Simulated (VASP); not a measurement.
Runs of VASP 6.6.1 on HfH2. The structure is that of space group I4/mmm (No. 139), or close to it. The cells are those of the table. 

```csv
task,cell,cutoff (eV),gap on the mesh (eV),pressure (GPa)
relaxation of shape and atoms at fixed volume,"relaxed from a = 3.206 Å, angles 115.3, 115.3, 98.3°, 3 atoms",600,none,4.4
single point,"a = 3.092 Å, angles 114.0, 114.0, 100.7°, 3 atoms",520,none,24.0
single point,"a = 3.307 Å, angles 115.8, 115.8, 97.4°, 3 atoms",520,none,(b)
single point,"a = 3.167 Å, angles 114.7, 114.7, 99.5°, 3 atoms",520,none,(a)
single point,"a = 3.273 Å, angles 115.6, 115.6, 97.8°, 3 atoms",520,none,-4.9
relaxation of shape and atoms at fixed volume,"relaxed from a = 3.271 Å, angles 115.3, 115.3, 98.3°, 3 atoms",600,none,-4.9
single point,"a = 3.351 Å, angles 116.0, 116.0, 97.0°, 3 atoms",520,none,-12.9
single point,"a = 3.203 Å, angles 115.0, 115.0, 98.8°, 3 atoms",520,none,4.2
```

Alike in all rows: level PBEsol; potentials or basis VASP PAW PBE potentials, release 64 (Hf_pv, H); no spin polarisation; k mesh 16 × 16 × 16; smearing gaussian 0.1 eV.

Question: Estimate the missing entries.

Answer: (a) 9.9; (b) -8.6.

Caveats: the PAW data sets were made with another functional, which shifts forces and pressure a little; spin-orbit coupling is left out, which moves the levels of the heavy elements; the cell stands under pressure (at least some runs); the cell stands under tension (at least some runs).

A k mesh can miss the band edges, and the runs leave out spin-orbit coupling on Hf.

A gap of «none» marks levels without a gap at the run's occupations.
